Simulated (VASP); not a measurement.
Write the native input for VASP 6.6.1 that does the following.

```
Task                   : single point
Functional             : PBEsol
Potentials or basis    : VASP PAW PBE potentials, release 64 (Zn, S)
Cutoff                 : 520 eV
k mesh                 : 8 × 8 × 3
Occupations            : fermi-dirac, width 0.05 eV
Spin                   : no spin polarisation
Dipole correction      : no
Further INCAR settings : ALGO = Normal; EDIFF = 1e-06; NBANDS = 46
```

The structure of ZnS lies in POSCAR:

```
ZnS
1.0
    3.8730044530      0.0000000000      0.0000000000
   -1.9365022265      3.3541202452      0.0000000000
    0.0000000000      0.0000000000     12.6847557358
Zn S
4 4
Direct
    0.6666666667      0.3333333333      0.7500000000
    0.3333333333      0.6666666667      0.2500000000
    0.0000000000      0.0000000000      0.5000000000
    0.0000000000      0.0000000000      0.0000000000
    0.6666666667      0.3333333333      0.9375000000
    0.3333333333      0.6666666667      0.4375000000
    0.0000000000      0.0000000000      0.6875000000
    0.0000000000      0.0000000000      0.1875000000
```

These files were run (other wordings do the same):

INCAR

```
SYSTEM = ZnS
ALGO = Normal ; EDIFF = 1E-6
ENCUT = 520 ; GGA = PS
ISIF = 2 ; ISMEAR = -1
LASPH = .TRUE. ; LCHARG = .FALSE.
LREAL = .FALSE. ; LWAVE = .FALSE.
NBANDS = 46 ; NELM = 80
PREC = Accurate ; SIGMA = 0.05
```

KPOINTS

```
k-points
0
G
  8 8 3
  0 0 0
```

Potentials or basis: VASP PAW PBE potentials, release 64 (Zn, S).

The run is started by

```console
$ cat potpaw_PBE.64/Zn/POTCAR potpaw_PBE.64/S/POTCAR > POTCAR
$ mpirun -np 1 vasp_std > vasp.out
```

Results of the run:

```
Pressure               : -4.5 GPa
Largest force          : 0.031 eV/Å
Band gap on the k mesh : 1.83 eV
```

Caveat: the cell stands under tension; the PAW data sets were made with another functional, which shifts forces and pressure a little.

It took 2.9 min on 1 thread of Intel(R) Xeon(R) Platinum 8259CL CPU @ 2.50GHz (Skylake/Cascade Lake), on a shared host, peak memory 0.33 GiB.
